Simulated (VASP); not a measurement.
The system is Rh.

```
Rh
1.0
     2.45806    0.00000    0.00000
     0.00000    2.45806    0.00000
     0.00000    0.00000    2.45806
Rh
1
Cartesian
  0.0000 0.0000 0.0000
```

| Item | Value |
| --- | --- |
| Program | VASP 6.6.1 |
| Task | relaxation of cell and atoms |
| Functional | r2SCAN |
| Potentials or basis | VASP PAW PBE potentials, release 64 (Rh_pv) |
| Cutoff | 600 eV |
| k mesh | 13 × 13 × 13 |
| Occupations | fermi-dirac, width 0.05 eV |
| Spin | collinear spin, ferromagnetic start |
| Starting moments | [1.0] μB |

At the start: pressure 17.0 GPa; volume 14.85 Å³/atom.

Problem. Where does the relaxation end?

Solution. Over 4 steps the energy falls by 53.4 meV/atom and the volume is 15.94 Å³/atom (+7.3 %); space group Pm-3m (No. 221, to 0.05 Å); moment 0.00 μB per cell.

The path:
| step | energy change (eV) | largest force (eV/Å) | pressure (GPa) | volume (Å³) |
| --- | --- | --- | --- | --- |
| 1 | 0.0000 | 0.0000 | 17.01 | 14.85 |
| 2 | 0.1399 | 0.0000 | -20.60 | 18.50 |
| 3 | -0.0533 | 0.0000 | -0.71 | 15.99 |
| 4 | -0.0534 | 0.0000 | -0.06 | 15.94 |

Final structure:
```yaml
crystal:
  lattice:
    - [2.51669, 0.00000, 0.00000]
    - [0.00000, 2.51669, 0.00000]
    - [0.00000, 0.00000, 2.51669]
  atoms:
    - { symbol: Rh, position: [0.00000, 0.00000, 0.00000] }
```

Caveat: the PAW data sets were made with another functional, which shifts forces and pressure a little.
